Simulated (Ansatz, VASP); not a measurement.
**Two plane-wave programs on CoO**

```xyz
2
Lattice="1.6022 0.9250 2.5665 -1.6022 0.9250 2.5665 0.0000 -1.8501 2.5665" Properties=species:S:1:pos:R:3 pbc="T T T"
Co    0.0000    0.0000    7.6915
O     0.0000    0.0000    5.7824
```

Alike in both runs: functional LDA; k mesh 10 × 10 × 10; occupations fermi-dirac, width 0.05 eV; collinear spin.

```csv
,VASP,Ansatz
version,VASP 6.6.1,Ansatz 0.2.0
potentials or method,"VASP PAW LDA potentials, release 64 (Co, O)",Ansatz PAW
plane-wave cutoff (eV),520,420
valence electrons in the cell,15,23
task,single point,band structure
```

|  | VASP | Ansatz | Ansatz less VASP |
| --- | --- | --- | --- |
| gap on the k mesh at the Fermi level (eV) | none | none | - |
| pressure (GPa) | -17.6 | -15.8 | +1.75 |
| traceless stress, the component that is largest in VASP (GPa) | 2.81 | 2.93 | +0.124 |
| rms of the force components (eV/Å) | 0.113 | 0.110 | -0.0033 |
| net moment per atom (μB) | 1.21 | 1.32 | +0.111 |
| size of the moment on the site where the two differ most (μB) | 0.25 | 0.30 | +0.044 |

The net moments are unlike, so the other rows may belong to different states. LDA's correlation is that of Perdew and Zunger in VASP and of Perdew and Wang (1992) in Ansatz. Site moments also hang on the region over which each program counts them. Atom by atom the forces differ by 0.003 eV/Å (rms over components). A gap of «none» marks a metal or a gap that the smearing closes. VASP's potentials hold 15 valence electrons a cell and Ansatz's 23, so a difference there can come from the potentials and not from the codes.
